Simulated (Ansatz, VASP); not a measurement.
## Be3ZnSe4: VASP beside Ansatz

INCAR

```
SYSTEM = Be3ZnSe4
PREC     = Accurate       ! precision mode
ENCUT    = 600            ! plane-wave cutoff, eV
EDIFF    = 1E-6           ! SCF threshold, eV
ISMEAR   = 0              ! smearing method
SIGMA    = 0.02           ! smearing width, eV
LREAL    = .FALSE.        ! projectors in reciprocal space
LASPH    = .TRUE.         ! aspherical terms in the spheres
NELM     = 80             ! most SCF steps
ALGO     = Normal         ! electronic algorithm
ISIF     = 3              ! what is computed and relaxed
LWAVE    = .FALSE.        ! write WAVECAR
LCHARG   = .FALSE.        ! write CHGCAR
GGA      = PE             ! functional
IBRION   = 2              ! ionic algorithm
NSW      = 100            ! ionic steps
EDIFFG   = -0.01          ! ionic threshold
```

The input KPOINTS:

```
regular mesh
0
G
  6 6 2
  0 0 0
```

POSCAR

```
Be3ZnSe4
1.0
    3.7472541682      0.0000000000      0.0000000000
   -1.8736270841      3.2452173041      0.0000000000
    0.0000000000      0.0000000000     12.4116803515
Be Zn Se
3 1 4
Direct
    0.3333333333      0.6666666667      0.0125381091
    0.3333333333      0.6666666667      0.4928060563
    0.6666666667      0.3333333333      0.2531178195
    0.6666666667      0.3333333333      0.7562114313
    0.3333333333      0.6666666667      0.1939275830
    0.3333333333      0.6666666667      0.6729286668
    0.6666666667      0.3333333333      0.4343309186
    0.6666666667      0.3333333333      0.9541394153
```

Input for Ansatz:

```yaml
crystal:
  lattice:
    - [3.7472541682, 0.0, 0.0]
    - [-1.8736270841, 3.2452173041, 0.0]
    - [0.0, 0.0, 12.4116803515]
  atoms:
    - { symbol: Be, position: [0.3333333333, 0.6666666667, 0.0125381091] }
    - { symbol: Be, position: [0.3333333333, 0.6666666667, 0.4928060563] }
    - { symbol: Be, position: [0.6666666667, 0.3333333333, 0.2531178195] }
    - { symbol: Zn, position: [0.6666666667, 0.3333333333, 0.7562114313] }
    - { symbol: Se, position: [0.3333333333, 0.6666666667, 0.193927583] }
    - { symbol: Se, position: [0.3333333333, 0.6666666667, 0.6729286668] }
    - { symbol: Se, position: [0.6666666667, 0.3333333333, 0.4343309186] }
    - { symbol: Se, position: [0.6666666667, 0.3333333333, 0.9541394153] }
basis:
  ecutwfc: 420
kpoints:
  mp_grid: { grid: [6, 6, 2] }
hamiltonian:
  xc: pbe
scf:
  occupations: { method: gaussian, width: 0.02 }
output:
  forces: true
  stress: true
  eigenvalues: true
relax:
  adjacent_minimum: "off"
  f_tol: 0.01
  max_steps: 80
  cell: { stress_tol: 0.05 }
```

Alike in both runs: task relaxation of cell and atoms; functional PBE; k mesh 6 × 6 × 2; occupations gaussian, width 0.02 eV; no spin polarisation.

|  | VASP | Ansatz |
| --- | --- | --- |
| version | VASP 6.6.1 | Ansatz 0.2.0 |
| potentials or method | VASP PAW PBE potentials, release 64 (Be, Zn, Se), cutoff 600 eV | scalar-relativistic, plane waves, PAW |
| valence electrons in the cell | 42 | 82 |

```tsv
	VASP	Ansatz	Ansatz less VASP
gap on the k mesh at the Fermi level, each at its own relaxed structure (eV)	2.60	2.61	+0.009
relaxed volume (Å³/atom)	18.92	18.87	-0.058
relaxed length of the cell vector where the two differ most in proportion (Å)	3.751	3.747	-0.0039
```

VASP's potentials hold 42 valence electrons a cell and Ansatz's 82, so a difference there can come from the potentials and not from the codes.
